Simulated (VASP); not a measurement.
Here is a VASP 6.6.1 calculation.

INCAR

```
SYSTEM = SrO
ALGO = Normal
EDIFF = 1E-6
ENCUT = 520
GGA = PS
ISIF = 2
ISMEAR = 0
LASPH = .TRUE.
LCHARG = .FALSE.
LREAL = .FALSE.
LWAVE = .FALSE.
NBANDS = 24
NELM = 80
PREC = Accurate
SIGMA = 0.02
```

File KPOINTS:

```
k-points
0
G
  6 6 4
  0 0 0
```

POSCAR

```
SrO
1.0
    3.3756255000      0.0000000000      0.0000000000
   -1.6878080000      2.9233780000      0.0000000000
    0.0000000000      0.0000000000      6.8889750693
Sr O
2 2
Direct
    0.3333333333      0.6666666667      0.2500000000
    0.6666666667      0.3333333333      0.7500000000
    0.0000000000      0.0000000000      0.0000000000
    0.0000000000      0.0000000000      0.5000000000
```

Potentials or basis: VASP PAW PBE potentials, release 64 (Sr_sv, O).

Launch:

```console
$ cat potpaw_PBE.64/Sr_sv/POTCAR potpaw_PBE.64/O/POTCAR > POTCAR
$ mpirun -np 1 vasp_std > vasp.out
```

Question: What does it give for the pressure?

Answer: -3.6 GPa.

Question: Predict the band gap on the k mesh.

Answer: 2.68 eV, indirect (least direct gap 2.76 eV).

Stress tensor (GPa, compression positive):
```
  7.08   0.00   0.00
  0.00   7.08   0.00
  0.00   0.00 -25.09
```

Caveat: the PAW data sets were made with another functional, which shifts forces and pressure a little. A k mesh can miss the band edges.
